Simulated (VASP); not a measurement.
# Sn (Immm) in VASP: single point with r2SCAN

Aim: the single point of Sn with r2SCAN.

Everything below comes from runs of VASP 6.6.1. Logs are shortened: lines on timing, memory, paths and dates and some standing lists are left out, and cuts for length are marked.

## (1) The cell of the first run

The structure is orthorhombic, space group Immm (No. 71). The conventional cell has a = 3.367 Å, b = 3.462 Å, c = 4.677 Å, α = 90.00°, β = 90.00°, γ = 90.00°. Sn (site symmetry mmm) has 12 Sn at 3.36 to 3.46 Å within 4.4 Å.

## (2) Single point, r2SCAN (strain -0.0250 x Voigt [1, 1, 0, 0, 0, 0])

POSCAR

```
Sn
1.0
   -1.6833755250      1.7311583250      2.3383420000
    1.6833755250     -1.7311583250      2.3383420000
    1.6833755250      1.7311583250     -2.3383420000
Sn
1
Direct
    0.0000000000      0.0000000000      0.0000000000
```

INCAR.step1

```
SYSTEM = Sn
ALGO = Normal
EDIFF = 1E-4
ENCUT = 520
GGA = PE
ISMEAR = 0
LASPH = .TRUE.
LCHARG = .FALSE.
LREAL = .FALSE.
LWAVE = .TRUE.
NBANDS = 13
NELM = 100
PREC = Accurate
SIGMA = 0.15
```

INCAR.step2

```
SYSTEM = Sn
ALGO = Normal
EDIFF = 1E-6
ENCUT = 520
ISIF = 2
ISMEAR = 0
ISTART = 1
LASPH = .TRUE.
LCHARG = .FALSE.
LMIXTAU = .TRUE.
LREAL = .FALSE.
LWAVE = .FALSE.
METAGGA = R2SCAN
NBANDS = 13
NELM = 100
PREC = Accurate
SIGMA = 0.15
```

KPOINTS

```
k-points
0
G
  20 20 20
  0 0 0
```

Potentials or basis: VASP PAW PBE potentials, release 64 (Sn_d).

On the command line:

```
$ cat potpaw_PBE.64/Sn_d/POTCAR > POTCAR
$ cp INCAR.step1 INCAR
$ mpirun -np 1 vasp_std > vasp.out
$ cp INCAR.step2 INCAR
$ mpirun -np 1 vasp_std > vasp.out
```

OUTCAR:

```text
SYSTEM = Sn
   EDIFF = 1E-6
   ENCUT = 520
   ISIF = 2
   ISMEAR = 0
   ISTART = 1
   LASPH = .TRUE.
   LREAL = .FALSE.
   METAGGA = R2SCAN
   NELM = 100
   PREC = Accurate

 ion  position               nearest neighbor table
   1  0.000  0.000  0.000-

  LATTYP: Found a body centered orthorhombic cell.
 ALAT       =     3.3667510500
 B/A-ratio  =     1.0283851103
 C/A-ratio  =     1.3890792430

  Lattice vectors:

 A1 = (  -1.6833755250,   1.7311583250,   2.3383420000)
 A2 = (   1.6833755250,  -1.7311583250,   2.3383420000)
 A3 = (   1.6833755250,   1.7311583250,  -2.3383420000)

Analysis of symmetry for initial positions (statically):
=====================================================================
 Subroutine PRICEL returns:
 Original cell was already a primitive cell.

 Routine SETGRP: Setting up the symmetry group for a
 body centered orthorhombic supercell.

 Subroutine GETGRP returns: Found  8 space group operations
 (whereof  8 operations were pure point group operations)
 out of a pool of  8 trial point group operations.

The static configuration has the point symmetry D_2h.

Analysis of symmetry for dynamics (positions and initial velocities):
=====================================================================
 Subroutine PRICEL returns:
 Original cell was already a primitive cell.

 Routine SETGRP: Setting up the symmetry group for a
 body centered orthorhombic supercell.

 Subroutine GETGRP returns: Found  8 space group operations
 (whereof  8 operations were pure point group operations)
 out of a pool of  8 trial point group operations.

The dynamic configuration has the point symmetry D_2h.

 Subroutine INISYM returns: Found  8 space group operations
 (whereof  8 operations are pure point group operations),
 and found     1 'primitive' translations

----------------------------------------------------------------------------------------

                                     Primitive cell

  volume of cell :      27.2575

  direct lattice vectors                    reciprocal lattice vectors
    -1.683375525  1.731158325  2.338342000     0.000000000  0.288823958  0.213826720
     1.683375525 -1.731158325  2.338342000     0.297022258  0.000000000  0.213826720
     1.683375525  1.731158325 -2.338342000     0.297022258  0.288823958  0.000000000

  length of vectors
     3.361324979  3.361324979  3.361324979     0.359362136  0.365983727  0.414296393

  position of ions in fractional coordinates (direct lattice)
     0.000000000  0.000000000  0.000000000

  ion indices of the primitive-cell ions
   primitive index   ion index
                 1           1

----------------------------------------------------------------------------------------

 KPOINTS: k-points

Automatic generation of k-mesh.
 Grid dimensions read from file:
 generate k-points for:   20   20   20

 Generating k-lattice:

  Cartesian coordinates                     Fractional coordinates (reciprocal lattice)
     0.000000000  0.014441198  0.010691336     0.050000000  0.000000000 -0.000000000
     0.014851113  0.000000000  0.010691336     0.000000000  0.050000000 -0.000000000
     0.014851113  0.014441198  0.000000000     0.000000000  0.000000000  0.050000000

  Length of vectors
     0.017968107  0.018299186  0.020714820

  Shift w.r.t. Gamma in fractional coordinates (k-lattice)
     0.000000000  0.000000000  0.000000000

 Subroutine IBZKPT returns following result:
 ===========================================

 Found   1166 irreducible k-points:

 Following reciprocal coordinates:
            Coordinates               Weight
  0.000000  0.000000  0.000000      1.000000
  0.050000 -0.000000  0.000000      4.000000
  0.100000  0.000000  0.000000      4.000000
  0.150000  0.000000 -0.000000      4.000000
  0.200000  0.000000  0.000000      4.000000
  0.250000  0.000000 -0.000000      4.000000
[... 16 lines left out ...]
 -0.450000  0.050000  0.000000      8.000000
 -0.400000  0.050000  0.000000      8.000000
 [... further k-points ...]
   k-points           NKPTS =   1166   k-points in BZ     NKDIM =   1166   number of bands    NBANDS=     13
   number of dos      NEDOS =    301   number of ions     NIONS =      1
   total plane-waves  NPLWV =  21952
   dimension x,y,z NGX =    28 NGY =   28 NGZ =   28
   dimension x,y,z NGXF=    56 NGYF=   56 NGZF=   56
   ions per type =               1
   NGX,Y,Z   is equivalent  to a cutoff of  13.85, 13.85, 13.85 a.u.
   NGXF,Y,Z  is equivalent  to a cutoff of  27.70, 27.70, 27.70 a.u.
 SYSTEM =  Sn
   PREC   = accura    normal or accurate (medium, high low for compatibility)
   ISTART =      1    job   : 0-new  1-cont  2-samecut
   ICHARG =      0    charge: 1-file 2-atom 10-const
   ISPIN  =      1    spin polarized calculation?
   LNONCOLLINEAR =      F non collinear calculations
   LSORBIT =      F    spin-orbit coupling
   LASPH  =      T    aspherical Exc in radial PAW
   ENCUT  =  520.0 eV  38.22 Ry    6.18 a.u.   6.25  6.25  6.25*2*pi/ulx,y,z
   NELM   =    100;   NELMIN=  2; NELMDL=  0     # of ELM steps
   EDIFF  = 0.1E-05   stopping-criterion for ELM
   LREAL  =      F    real-space projection
   EDIFFG = 0.1E-04   stopping-criterion for IOM
   NSW    =      0    number of steps for IOM
   IBRION =     -1    ionic relax: 0-MD 1-quasi-New 2-CG
   NFREE  =      0    steps in history (QN), initial steepest desc. (CG)
   ISIF   =      2    stress and relaxation
   ISYM   =      2    0-nonsym 1-usesym 2-fastsym
   POTIM  = 0.5000    time-step for ionic-motion
   TEBEG  =    0.0;   TEEND  =   0.0 temperature during run
   PSTRESS=    0.0 pullay stress
   NELECT =      14.0000    total number of electrons
   NUPDOWN=      -1.0000    fix difference up-down
   EMIN   =  10.00;   EMAX   =-10.00  energy-range for DOS
   EFERMI =   0.00;   METHOD = LEGACY
   ISMEAR =     0;   SIGMA  =   0.15  broadening in eV -4-tet -1-fermi 0-gaus
   EFERMI_NEDOS =   21; number of points for ismear=-14 and -15
   IALGO  =     38    algorithm
   IMIX   =      4    mixing-type and parameters
     AMIX     =   0.40;   BMIX     =  1.00
     AMIX_MAG =   1.60;   BMIX_MAG =  1.00
  volume/ion in A,a.u.               =      27.26       183.94
  Fermi-wavevector in a.u.,A,eV,Ry     =   1.311059  2.477542 23.386724  1.718876
  Thomas-Fermi vector in A             =   2.441547
   LORBIT       =      0    0 simple, 1 ext, 2 COOP (PROOUT), +10 PAW based schemes
   METAGGA = R2SCAN    functional components
   LHFCALC =     F    Hartree Fock is set to
   AEXX    =    0.0000 exact exchange contribution
   IVDW    =     0    specifies the selected vdW correction
   LEPSILON=     F    determine dielectric tensor
   LRPA    =     F    only Hartree local field effects (RPA)
 non-spin polarized calculation
 Gauss-broadening in eV      SIGMA  =   0.15
  energy-cutoff  :      520.00
  volume of cell :       27.26
 maximum number of plane-waves:       752
 NGX is ok and might be reduce to    28
   NGX = 13   NGY = 13   NGZ = 13

 number of electron      14.0000003 magnetization

 Free energy of the ion-electron system (eV)
  ---------------------------------------------------
  ext. energy  EPLUGINS =         0.00000000
  ---------------------------------------------------
  free energy    TOTEN  =       -24.50427606 eV

  energy without entropy =      -24.49753981  energy(sigma->0) =      -24.50090793

 E-fermi :   8.0968     XC(G=0): -11.2593

 val. band max:        8.0949675695   @ k =  -0.3000   0.5000   0.0500
 cond. band min:       8.0989547736   @ k =  -0.3000   0.4500   0.2500
 fundamental gap:      0.0039872041
 Fermi energy:         8.0967852347

 k-point     1 :       0.0000    0.0000    0.0000
  band No.  band energies     occupation
      1     -14.2290      2.00000
      2     -14.2113      2.00000
      3     -14.2012      2.00000
      4     -14.1428      2.00000
      5     -14.1174      2.00000
      6      -3.6503      2.00000
      7      15.9125      0.00000
      8      16.1298      0.00000
      9      16.5778      0.00000
     10      19.3758      0.00000
     11      19.9963      0.00000
     12      20.5014      0.00000
     13      20.7477      0.00000

 k-point     2 :       0.0500   -0.0000    0.0000
  band No.  band energies     occupation
      1     -14.2277      2.00000
      2     -14.2090      2.00000
      3     -14.2006      2.00000
      4     -14.1426      2.00000
      5     -14.1176      2.00000
      6      -3.5970      2.00000
      7      15.3105      0.00000
      8      15.9902      0.00000
      9      16.4663      0.00000
     10      19.0009      0.00000
     11      20.3817      0.00000
     12      20.9116      0.00000
     13      21.2375      0.00000

 k-point     3 :       0.1000    0.0000    0.0000
  band No.  band energies     occupation
      1     -14.2243      2.00000
      2     -14.2031      2.00000
      3     -14.1986      2.00000
      4     -14.1411      2.00000
      5     -14.1177      2.00000
      6      -3.4368      2.00000
      7      13.8665      0.00000
      8      15.8061      0.00000
      9      16.1802      0.00000
     10      18.7465      0.00000
     11      20.7822      0.00000
     12      21.3196      0.00000
     13      22.5749      0.00000
[... 305 lines left out ...]
 k-point    23 :      -0.4500    0.0500    0.0000
  band No.  band energies     occupation
      1     -14.2155      2.00000
      2     -14.2073      2.00000
      3     -14.1980      2.00000
      4     -14.0646      2.00000
      5     -14.0483      2.00000
      6       0.2364      2.00000
      7       4.0172      2.00000
      8      13.8550      0.00000
      9      14.2263      0.00000
     10      18.0163      0.00000
     11      19.4727      0.00000
     12      20.0062      0.00000
     13      20.6422      0.00000

 k-point    24 :      -0.4000    0.0500    0.0000
  band No.  band energies     occupation
      1     -14.2154      2.00000
      2     -14.2042      2.00000
      3     -14.1955      2.00000
      4     -14.0742      2.00000
      5     -14.0589      2.00000
      6      -0.5262      2.00000
      7       5.1788      2.00000
      8      14.0238      0.00000
      9      14.2868      0.00000
     10      18.0472      0.00000
     11      19.5356      0.00000
     12      20.2568      0.00000
     13      21.0455      0.00000

 [... further k-points ...]

------------------------ aborting loop because EDIFF is reached ----------------------------------------

  FORCE on cell =-STRESS in cart. coord.  units (eV):
  Direction    XX          YY          ZZ          XY          YZ          ZX
  --------------------------------------------------------------------------------------
  -------------------------------------------------------------------------------------
  Total        0.1172428     -0.0305701      0.0059654     -0.0000000      0.0000000      0.0000000
  in kB        6.8914532     -1.7968911      0.3506394     -0.0000000      0.0000000      0.0000000
  external PRESSURE =       1.8150672 kB  Pullay stress =       0.0000000 kB

 VOLUME and BASIS-vectors are now :
 -----------------------------------------------------------------------------
  energy-cutoff  :      520.00
  volume of cell :       27.26
      direct lattice vectors                 reciprocal lattice vectors
    -1.683375525  1.731158325  2.338342000     0.000000000  0.288823958  0.213826720
     1.683375525 -1.731158325  2.338342000     0.297022258  0.000000000  0.213826720
     1.683375525  1.731158325 -2.338342000     0.297022258  0.288823958  0.000000000

 POSITION                                       TOTAL-FORCE (eV/Angst)
 -----------------------------------------------------------------------------------
      0.00000      0.00000      0.00000        -0.000000      0.000000      0.000000
 -----------------------------------------------------------------------------------
    total drift:                               -0.000000     -0.000000     -0.000000

  FREE ENERGIE OF THE ION-ELECTRON SYSTEM (eV)
  ---------------------------------------------------
  free  energy   TOTEN  =       -24.5042760597 eV

  energy  without entropy=      -24.4975398098  energy(sigma->0) =      -24.50090793
```

Run time: 11 min. Hardware: 1 thread of Intel Xeon 6975P-C (Granite Rapids), shared host; peak memory 0.48 GiB.

Results:

```
Free energy            : -24.5043 eV
Pressure               : 0.2 GPa
Band gap on the k mesh : zero (band 7 reaches 15.91 eV, above the bottom of band 8 at 5.94 eV)
```

Caveat: the cell differs from its parent crystal (strain -0.0250 x Voigt [1, 1, 0, 0, 0, 0]); the PAW data sets were made with another functional, which shifts forces and pressure a little; spin-orbit coupling is left out, which moves the levels of the heavy elements.
